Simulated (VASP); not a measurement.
# Sn (Fd-3m) in VASP: a series of runs

Sn is run at these levels: PBE+D3(BJ); tasks: single point, relaxation of cell and atoms.

All numbers are computed with VASP 6.6.1; they aren't measurements. Logs are shortened: lines on timing, memory, paths and dates and some standing lists are left out, and cuts for length are marked.

### 1 The cell of the first run

The structure is cubic, space group Fd-3m (No. 227). The conventional cell has a = 6.574 Å, b = 6.574 Å, c = 6.574 Å, α = 90.00°, β = 90.00°, γ = 90.00°. Within 3.8 Å of Sn (site symmetry -43m) lie 4 Sn at 2.85 Å.

### 2 Single point, PBE+D3(BJ)

The input, INCAR:

```
SYSTEM = Sn
ALGO     = Normal         ! electronic algorithm
EDIFF    = 1E-7           ! SCF threshold, eV
ENCUT    = 520            ! plane-wave cutoff, eV
GGA      = PE             ! functional
ISIF     = 2              ! what is computed and relaxed
ISMEAR   = 0              ! smearing method
IVDW     = 12             ! dispersion correction
LASPH    = .TRUE.         ! aspherical terms in the spheres
LCHARG   = .TRUE.         ! write CHGCAR
LELF     = .TRUE.         ! ELF
LREAL    = .FALSE.        ! projectors in reciprocal space
LVHAR    = .TRUE.       
LWAVE    = .FALSE.        ! write WAVECAR
NBANDS   = 21             ! bands
NELM     = 60             ! most SCF steps
PREC     = Accurate       ! precision mode
SIGMA    = 0.1            ! smearing width, eV
```

The input, KPOINTS:

```
k-points
0
G
  12 12 12
  0 0 0
```

The input, POSCAR:

```
Sn
1.0
    0.0000000000      3.2867798749      3.2867798749
    3.2867798749      0.0000000000      3.2867798749
    3.2867798749      3.2867798749      0.0000000000
Sn
2
Direct
    0.5000000000      0.5000000000      0.5000000000
    0.7500000000      0.7500000000      0.7500000000
```

Potentials or basis: VASP PAW PBE potentials, release 64 (Sn_d).

The run is started by

```bash
> cat potpaw_PBE.64/Sn_d/POTCAR > POTCAR
> mpirun -np 1 vasp_std > vasp.out
```

OUTCAR:

```text
SYSTEM = Sn
   EDIFF = 1E-7
   ENCUT = 520
   GGA = PE
   ISIF = 2
   ISMEAR = 0
   IVDW = 12
   LASPH = .TRUE.
   LREAL = .FALSE.
   NELM = 60
   PREC = Accurate
 IVDW          = 12

 ion  position               nearest neighbor table
   1  0.500  0.500  0.500-   2 2.85   2 2.85   2 2.85   2 2.85
   2  0.750  0.750  0.750-   1 2.85   1 2.85   1 2.85   1 2.85

  LATTYP: Found a face centered cubic cell.
 ALAT       =     6.5735597498

  Lattice vectors:

 A1 = (   0.0000000000,   3.2867798749,   3.2867798749)
 A2 = (   3.2867798749,   0.0000000000,   3.2867798749)
 A3 = (   3.2867798749,   3.2867798749,   0.0000000000)

Analysis of symmetry for initial positions (statically):
=====================================================================
 Subroutine PRICEL returns:
 Original cell was already a primitive cell.

 Routine SETGRP: Setting up the symmetry group for a
 face centered cubic supercell.

 Subroutine GETGRP returns: Found 48 space group operations
 (whereof 24 operations were pure point group operations)
 out of a pool of 48 trial point group operations.

The static configuration has the point symmetry T_d .
 The point group associated with its full space group is O_h .

Analysis of symmetry for dynamics (positions and initial velocities):
=====================================================================
 Subroutine PRICEL returns:
 Original cell was already a primitive cell.

 Routine SETGRP: Setting up the symmetry group for a
 face centered cubic supercell.

 Subroutine GETGRP returns: Found 48 space group operations
 (whereof 24 operations were pure point group operations)
 out of a pool of 48 trial point group operations.

The dynamic configuration has the point symmetry T_d .
 The point group associated with its full space group is O_h .

 Subroutine INISYM returns: Found 48 space group operations
 (whereof 24 operations are pure point group operations),
 and found     1 'primitive' translations

----------------------------------------------------------------------------------------

                                     Primitive cell

  volume of cell :      71.0137

  direct lattice vectors                    reciprocal lattice vectors
     0.000000000  3.286779875  3.286779875    -0.152124578  0.152124578  0.152124578
     3.286779875  0.000000000  3.286779875     0.152124578 -0.152124578  0.152124578
     3.286779875  3.286779875  0.000000000     0.152124578  0.152124578 -0.152124578

[... 79 lines left out ...]
   LSORBIT =      F    spin-orbit coupling
   LASPH  =      T    aspherical Exc in radial PAW
   ENCUT  =  520.0 eV  38.22 Ry    6.18 a.u.   8.64  8.64  8.64*2*pi/ulx,y,z
   NELM   =     60;   NELMIN=  2; NELMDL= -5     # of ELM steps
   EDIFF  = 0.1E-06   stopping-criterion for ELM
   LREAL  =      F    real-space projection
   EDIFFG = 0.1E-05   stopping-criterion for IOM
   NSW    =      0    number of steps for IOM
   IBRION =     -1    ionic relax: 0-MD 1-quasi-New 2-CG
   NFREE  =      0    steps in history (QN), initial steepest desc. (CG)
   ISIF   =      2    stress and relaxation
   ISYM   =      2    0-nonsym 1-usesym 2-fastsym
   POTIM  = 0.5000    time-step for ionic-motion
   TEBEG  =    0.0;   TEEND  =   0.0 temperature during run
   PSTRESS=    0.0 pullay stress
   NELECT =      28.0000    total number of electrons
   NUPDOWN=      -1.0000    fix difference up-down
   EMIN   =  10.00;   EMAX   =-10.00  energy-range for DOS
   EFERMI =   0.00;   METHOD = LEGACY
   ISMEAR =     0;   SIGMA  =   0.10  broadening in eV -4-tet -1-fermi 0-gaus
   EFERMI_NEDOS =   21; number of points for ismear=-14 and -15
   IALGO  =     38    algorithm
   IMIX   =      4    mixing-type and parameters
     AMIX     =   0.40;   BMIX     =  1.00
     AMIX_MAG =   1.60;   BMIX_MAG =  1.00
  volume/ion in A,a.u.               =      35.51       239.61
  Fermi-wavevector in a.u.,A,eV,Ry     =   1.200458  2.268536 19.607341  1.441099
  Thomas-Fermi vector in A             =   2.336293
   LORBIT       =      0    0 simple, 1 ext, 2 COOP (PROOUT), +10 PAW based schemes
   GGA     = PE    functional components
   LHFCALC =     F    Hartree Fock is set to
   AEXX    =    0.0000 exact exchange contribution
   IVDW    =    12    specifies the selected vdW correction
   LEPSILON=     F    determine dielectric tensor
   LRPA    =     F    only Hartree local field effects (RPA)
 non-spin polarized calculation
 Gauss-broadening in eV      SIGMA  =   0.10
  energy-cutoff  :      520.00
  volume of cell :       71.01
 maximum number of plane-waves:      1932
   NGX = 17   NGY = 17   NGZ = 17

 number of electron      27.9999985 magnetization

 Free energy of the ion-electron system (eV)
  ---------------------------------------------------
  ext. energy  EPLUGINS =         0.00000000
  ---------------------------------------------------
  free energy    TOTEN  =        -7.68153305 eV

  energy without entropy =       -7.68031152  energy(sigma->0) =       -7.68092228

 E-fermi :   5.2329     XC(G=0):  -8.7082

 val. band max:        5.2039973401   @ k =   0.4167   0.0000   0.0000
 cond. band min:       5.3264803302   @ k =   0.0000   0.0000   0.0000
 fundamental gap:      0.1224829901
 Fermi energy:         5.2328854420

 k-point     1 :       0.0000    0.0000    0.0000
  band No.  band energies     occupation
      1     -16.3719      2.00000
      2     -16.3719      2.00000
      3     -16.3719      2.00000
      4     -16.3175      2.00000
      5     -16.3175      2.00000
      6     -16.0387      2.00000
[... 565 lines left out ...]
     20      12.9994      0.00000
     21      13.2068      0.00000

 [... further k-points ...]

------------------------ aborting loop because EDIFF is reached ----------------------------------------

 Edisp (eV)   -0.58908

 E8    (eV) :    -0.2849

  FORCE on cell =-STRESS in cart. coord.  units (eV):
  Direction    XX          YY          ZZ          XY          YZ          ZX
  --------------------------------------------------------------------------------------
  -------------------------------------------------------------------------------------
  Total      -0.02315    -0.02315    -0.02315     0.00000     0.00000    -0.00000
  in kB      -0.52228    -0.52228    -0.52228     0.00000     0.00000    -0.00000
  external pressure =       -0.52 kB  Pullay stress =        0.00 kB

 VOLUME and BASIS-vectors are now :
 -----------------------------------------------------------------------------
  energy-cutoff  :      520.00
  volume of cell :       71.01
      direct lattice vectors                 reciprocal lattice vectors
     0.000000000  3.286779875  3.286779875    -0.152124578  0.152124578  0.152124578
     3.286779875  0.000000000  3.286779875     0.152124578 -0.152124578  0.152124578
     3.286779875  3.286779875  0.000000000     0.152124578  0.152124578 -0.152124578

 POSITION                                       TOTAL-FORCE (eV/Angst)
 -----------------------------------------------------------------------------------
      3.28678      3.28678      3.28678         0.000000      0.000000      0.000000
      4.93017      4.93017      4.93017        -0.000000     -0.000000     -0.000000
 -----------------------------------------------------------------------------------
    total drift:                                0.000000      0.000000      0.000000

  FREE ENERGIE OF THE ION-ELECTRON SYSTEM (eV)
  ---------------------------------------------------
  free  energy   TOTEN  =        -8.2706113529 eV

  energy  without entropy=       -8.2693898226  energy(sigma->0) =       -8.27000059
```

It took 44 s on 1 thread of Intel Xeon 6975P-C (Granite Rapids), shared host; peak memory 0.24 GiB.

What came out:

```
Free energy                : -8.2706 eV
Pressure                   : -0.1 GPa
Band gap on the k mesh     : zero (band 14 reaches 5.33 eV, above the bottom of band 15 at 5.16 eV)
Dispersion energy per atom : -0.295 eV
```

Caveat: spin-orbit coupling is left out, which moves the levels of the heavy elements; pairwise dispersion overbinds metals, which lowers pressure and volume.

### 3 Single point, PBE+D3(BJ)

INCAR is that of step 2.

KPOINTS is that of step 2.

POSCAR is that of step 2.

Potentials or basis: VASP PAW PBE potentials, release 64 (Sn_d).

The run is started by

```bash
> cat potpaw_PBE.64/Sn_d/POTCAR > POTCAR
> mpirun -np 1 vasp_std > vasp.out
```

OUTCAR:

```text
SYSTEM = Sn
   EDIFF = 1E-7
   ENCUT = 520
   GGA = PE
   ISIF = 2
   ISMEAR = 0
   IVDW = 12
   LASPH = .TRUE.
   LREAL = .FALSE.
   NELM = 60
   PREC = Accurate
 IVDW          = 12

 ion  position               nearest neighbor table
   1  0.500  0.500  0.500-   2 2.85   2 2.85   2 2.85   2 2.85
   2  0.750  0.750  0.750-   1 2.85   1 2.85   1 2.85   1 2.85

  LATTYP: Found a face centered cubic cell.
 ALAT       =     6.5735597498

  Lattice vectors:

[... 763 lines left out ...]
 [... further k-points ...]

------------------------ aborting loop because EDIFF is reached ----------------------------------------

 Edisp (eV)   -0.58908

 E8    (eV) :    -0.2849

  FORCE on cell =-STRESS in cart. coord.  units (eV):
  Direction    XX          YY          ZZ          XY          YZ          ZX
  --------------------------------------------------------------------------------------
  -------------------------------------------------------------------------------------
  Total      -0.02315    -0.02315    -0.02315     0.00000     0.00000     0.00000
  in kB      -0.52228    -0.52228    -0.52228     0.00000     0.00000     0.00000
  external pressure =       -0.52 kB  Pullay stress =        0.00 kB

 VOLUME and BASIS-vectors are now :
 -----------------------------------------------------------------------------
  energy-cutoff  :      520.00
  volume of cell :       71.01
      direct lattice vectors                 reciprocal lattice vectors
     0.000000000  3.286779875  3.286779875    -0.152124578  0.152124578  0.152124578
     3.286779875  0.000000000  3.286779875     0.152124578 -0.152124578  0.152124578
     3.286779875  3.286779875  0.000000000     0.152124578  0.152124578 -0.152124578

 POSITION                                       TOTAL-FORCE (eV/Angst)
 -----------------------------------------------------------------------------------
      3.28678      3.28678      3.28678        -0.000000     -0.000000     -0.000000
      4.93017      4.93017      4.93017         0.000000      0.000000      0.000000
 -----------------------------------------------------------------------------------
    total drift:                                0.000000      0.000000      0.000000

  FREE ENERGIE OF THE ION-ELECTRON SYSTEM (eV)
  ---------------------------------------------------
  free  energy   TOTEN  =        -8.2706113529 eV

  energy  without entropy=       -8.2693898226  energy(sigma->0) =       -8.27000059
```

OSZICAR:

```text
N       E                     dE             d eps       ncg     rms          rms(c)
DAV:   1     0.227304351963E+03    0.22730E+03   -0.14847E+04  3054   0.193E+03
DAV:   2     0.172868816236E+02   -0.21002E+03   -0.20570E+03  3054   0.442E+02
DAV:   3    -0.692087666559E+01   -0.24208E+02   -0.24089E+02  3552   0.140E+02
DAV:   4    -0.770620850634E+01   -0.78533E+00   -0.78508E+00  3424   0.286E+01
DAV:   5    -0.773329987981E+01   -0.27091E-01   -0.27091E-01  4486   0.512E+00    0.304E+00
DAV:   6    -0.769657218817E+01    0.36728E-01   -0.25029E-02  4058   0.198E+00    0.179E+00
DAV:   7    -0.767936527153E+01    0.17207E-01   -0.41704E-02  3329   0.214E+00    0.160E-01
DAV:   8    -0.768112164251E+01   -0.17564E-02   -0.57459E-03  3364   0.860E-01    0.475E-02
DAV:   9    -0.768150708006E+01   -0.38544E-03   -0.51845E-04  3394   0.173E-01    0.129E-02
DAV:  10    -0.768152836582E+01   -0.21286E-04   -0.37217E-05  3992   0.439E-02    0.576E-03
DAV:  11    -0.768153325669E+01   -0.48909E-05   -0.76692E-06  3237   0.223E-02    0.125E-03
DAV:  12    -0.768153309773E+01    0.15897E-06   -0.40289E-07  3247   0.817E-03    0.515E-04
DAV:  13    -0.768153304752E+01    0.50207E-07   -0.58864E-08  2637   0.186E-03
   1 F= -.82706114E+01 E0= -.82700006E+01  d E =-.122153E-02
```

stdout:

```text
POSCAR found type information on POSCAR Sn
 POSCAR found :  1 types and       2 ions
 scaLAPACK will be used
 LDA part: xc-table for (Slater+PW92), standard interpolation
 POSCAR, INCAR and KPOINTS ok, starting setup
 FFT: planning ... GRIDC
 FFT: planning ... GRID_SOFT
 FFT: planning ... GRID
 WAVECAR not read
 entering main loop
```

Run time: 80 s. Hardware: 1 thread of AMD EPYC 9R14 (Zen 4), shared host; peak memory 0.22 GiB.

Results:

```yaml
Free_energy: -8.2706 eV
Pressure: -0.1 GPa
Band_gap_on_the_k_mesh: zero (band 14 reaches 5.33 eV, above the bottom of band 15 at 5.16 eV)
Dispersion_energy_per_atom: -0.295 eV
```

Caveat: spin-orbit coupling is left out, which moves the levels of the heavy elements; pairwise dispersion overbinds metals, which lowers pressure and volume.

### 4 Relaxation of cell and atoms, PBE+D3(BJ)

This run uses another cell than the first one, of 34.19 Å³/atom, 0.963 times its volume.

The input, INCAR:

```
SYSTEM = Sn
ALGO     = Normal         ! electronic algorithm
EDIFF    = 1E-6           ! SCF threshold, eV
EDIFFG   = -0.005         ! ionic threshold
ENCUT    = 600            ! plane-wave cutoff, eV
GGA      = PE             ! functional
IBRION   = 2              ! ionic algorithm
ISIF     = 3              ! what is computed and relaxed
ISMEAR   = 0              ! smearing method
IVDW     = 12             ! dispersion correction
LASPH    = .True.         ! aspherical terms in the spheres
LCHARG   = .False.        ! write CHGCAR
LREAL    = .False.        ! projectors in reciprocal space
LWAVE    = .False.        ! write WAVECAR
NELM     = 80             ! most SCF steps
NSW      = 100            ! ionic steps
PREC     = Accurate       ! precision mode
SIGMA    = 0.1            ! smearing width, eV
```

The input, KPOINTS:

```
k-points
0
Gamma
  12 12 12
  0 0 0
```

The input, POSCAR:

```
Sn
1.0
    0.0000000000      3.2456000000      3.2456000000
    3.2456000000      0.0000000000      3.2456000000
    3.2456000000      3.2456000000      0.0000000000
Sn
2
Direct
    0.5000000000      0.5000000000      0.5000000000
    0.7500000000      0.7500000000      0.7500000000
```

The run is started by

```bash
> cat potpaw_PBE.64/Sn_d/POTCAR > POTCAR
> mpirun -np 1 vasp_std > vasp.out
```

It took 4.2 min on 1 thread of AMD EPYC 9R14 (Zen 4), shared host; peak memory 0.28 GiB.

Results (log left out):

- Free energy: -8.2704 eV
- Relaxed volume: 35.48 Å³/atom
- Relaxed cell: a = 4.647 Å, b = 4.647 Å, c = 4.647 Å, α = 60.00°, β = 60.00°, γ = 60.00°
- Space group after relaxing (to 0.05 Å): Fd-3m (No. 227)
- Energy gained by relaxing: 6.2 meV/atom
- Ionic steps: 6
- Pressure after relaxing: 0.0 GPa
- Band gap on the k mesh: zero (band 14 reaches 5.33 eV, above the bottom of band 15 at 5.17 eV)
- Dispersion energy per atom: -0.295 eV

The path:
| step | energy change (eV) | largest force (eV/Å) | pressure (GPa) | volume (Å³) |
| --- | --- | --- | --- | --- |
| 1 | 0.0000 | 0.0000 | 1.60 | 68.38 |
| 2 | -0.0111 | 0.0000 | -0.46 | 71.82 |
| 3 | -0.0124 | 0.0000 | 0.07 | 70.95 |
| 4 | -0.0123 | 0.0000 | -0.05 | 71.06 |
| 5 | -0.0124 | 0.0000 | -0.02 | 71.01 |
| 6 | -0.0124 | 0.0000 | 0.00 | 70.96 |

Final structure:
```cif
data_structure
_symmetry_space_group_name_H-M 'P 1'
_symmetry_Int_Tables_number 1
_cell_length_a 4.6469
_cell_length_b 4.6469
_cell_length_c 4.6469
_cell_angle_alpha 60.000
_cell_angle_beta 60.000
_cell_angle_gamma 60.000
_cell_volume 70.96
loop_
_atom_site_label
_atom_site_type_symbol
_atom_site_fract_x
_atom_site_fract_y
_atom_site_fract_z
_atom_site_occupancy
Sn1 Sn 0.50000 0.50000 0.50000 1
Sn2 Sn 0.75000 0.75000 0.75000 1
```

Levels at points of the mesh, in eV from the Fermi level:
```tsv
k point	band 10	band 11	band 12	band 13	band 14	band 15	band 16	band 17	band 18
(0.00, 0.00, 0.00)	-21.27	-10.35	-0.89	0.09	0.09	0.09	2.16	2.16	2.16
(0.50, 0.00, 0.00)	-21.22	-8.80	-6.15	-1.05	-1.05	-0.07	3.22	3.22	5.68
(0.50, 0.50, 0.00)	-21.20	-7.38	-7.38	-2.33	-2.33	0.87	0.87	7.49	7.49
```

Caveat: spin-orbit coupling is left out, which moves the levels of the heavy elements; pairwise dispersion overbinds metals, which lowers pressure and volume. Zero-point motion and thermal expansion aren't in these numbers.
